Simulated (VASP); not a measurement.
Crystal: NaF.

```xyz
2
Lattice="0.0000 2.2972 2.2972 2.2972 0.0000 2.2972 2.2972 2.2972 0.0000" Properties=species:S:1:pos:R:3 pbc="T T T"
Na    0.0000    0.0000    0.0000
F     2.2972    2.2972    2.2972
```

Base run:

* Program: VASP 6.6.1
* Functional: PBE0
* Potentials or basis: VASP PAW PBE potentials, release 64 (Na_pv, F)
* Cutoff: 520 eV
* k mesh: 6 × 6 × 6
* Occupations: gaussian, width 0.01 eV
* Spin: no spin polarisation

Its results: band gap on the k mesh 9.38 eV; pressure 1.6 GPa.

Q: The run is repeated on the same cell with these changes: functional from PBE0 to HSE06; further incar settings from ALGO = Normal; EDIFF = 1e-07; NBANDS = 14 to ALGO = Normal; EDIFF = 1e-06; NBANDS = 14. What comes out?

A: Band gap on the k mesh 8.60 eV; pressure 1.6 GPa.

Caveats: the PAW data sets were made with another functional, which shifts forces and pressure a little.

